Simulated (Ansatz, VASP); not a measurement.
Mg: VASP beside Ansatz

The input INCAR:

```
PREC     = Accurate       # precision mode
ENCUT    = 520            # plane-wave cutoff, eV
EDIFF    = 1E-6           # SCF threshold, eV
ISMEAR   = -1             # smearing method
SIGMA    = 0.1            # smearing width, eV
LREAL    = F              # projectors in reciprocal space
LASPH    = T              # aspherical terms in the spheres
NELM     = 60             # most SCF steps
ALGO     = Normal         # electronic algorithm
ISIF     = 2              # what is computed and relaxed
LWAVE    = F              # write WAVECAR
LCHARG   = T              # write CHGCAR
GGA      = B5             # functional
ALDAX    = 1.0          
AGGAX    = 1.0          
AGGAC    = 1.0          
ALDAC    = 0.0          
LELF     = T              # ELF
LVHAR    = T            
NBANDS   = 7              # bands
```

File KPOINTS:

```
regular mesh
0
Gamma
  13 13 13
```

POSCAR

```
Mg
1.0
    0.0000000000      2.1852551160      2.1852551160
    2.1852551160      0.0000000000      2.1852551160
    2.1852551160      2.1852551160      0.0000000000
Mg
1
Direct
    0.0000000000      0.0000000000      0.0000000000
```

Input for Ansatz:

```yaml
crystal:
  lattice:
    - [0.0, 2.185255116, 2.185255116]
    - [2.185255116, 0.0, 2.185255116]
    - [2.185255116, 2.185255116, 0.0]
  atoms:
    - { symbol: Mg, position: [0.0, 0.0, 0.0] }
hamiltonian:
  xc: blyp
  pseudopotentials:
    kind: paw
    azcp:
      Mg: "pseudopotentials/Mg.paw.azcp"
basis:
  ecutwfc: 420
  fft_grid_basis: typed
kpoints:
  mp_grid: { grid: [13, 13, 13], shift: [0, 0, 0] }
magnetization:
  spin_polarized: false
scf:
  occupations: { method: fermi_dirac, width: 0.1 }
  lower_state_search: "off"
output:
  stress: true
```

Alike in both runs: task single point; functional BLYP; k mesh 13 × 13 × 13; occupations fermi-dirac, width 0.1 eV; no spin polarisation.

```csv
,VASP,Ansatz
version,VASP 6.6.1,Ansatz 0.2.0
potentials or method,"VASP PAW PBE potentials, release 64 (Mg), cutoff 520 eV","plane waves (420 eV) with PAW, scalar-relativistic"
valence electrons in the cell,2,10
```

```tsv
	VASP	Ansatz	Ansatz less VASP
pressure (GPa)	5.1	5.1	+0.02
```

VASP's potentials were made for PBE, not for BLYP. The functional is the same, so the differences come from potentials, cutoffs and numerics. VASP's potentials hold 2 valence electrons a cell and Ansatz's 10, so a difference there can come from the potentials and not from the codes.
